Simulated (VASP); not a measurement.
Here is a VASP 6.6.1 calculation.

File INCAR:

```
SYSTEM = Pt
PREC = Accurate
ENCUT = 520
EDIFF = 1E-7
ISMEAR = -1
SIGMA = 0.1
LREAL = .False.
LASPH = .True.
NELM = 80
ALGO = Normal
ISIF = 2
LWAVE = .False.
LCHARG = .True.
GGA = PS
LELF = .True.
LVHAR = .True.
NBANDS = 11
```

File KPOINTS:

```
Automatic mesh
0
Gamma
  17 17 17
  0 0 0
```

The input POSCAR:

```
Pt
1.0
    0.0000000000      1.6889388964      1.6889388964
    1.6889388964      0.0000000000      1.6889388964
    1.6889388964      1.6889388964      0.0000000000
Pt
1
Direct
    0.0000000000      0.0000000000      0.0000000000
```

Potentials or basis: VASP PAW PBE potentials, release 64 (Pt).

Command:

```console
$ cat potpaw_PBE.64/Pt/POTCAR > POTCAR
$ mpirun -np 1 vasp_std > vasp.out
```

Q: Predict the pressure.

A: 407.7 GPa.

Q: What does it give for the band gap on the k mesh?

A: Zero (band 5 reaches 23.32 eV, above the bottom of band 6 at 18.52 eV).

Caveat: the PAW data sets were made with another functional, which shifts forces and pressure a little; spin-orbit coupling is left out, which moves the levels of the heavy elements.
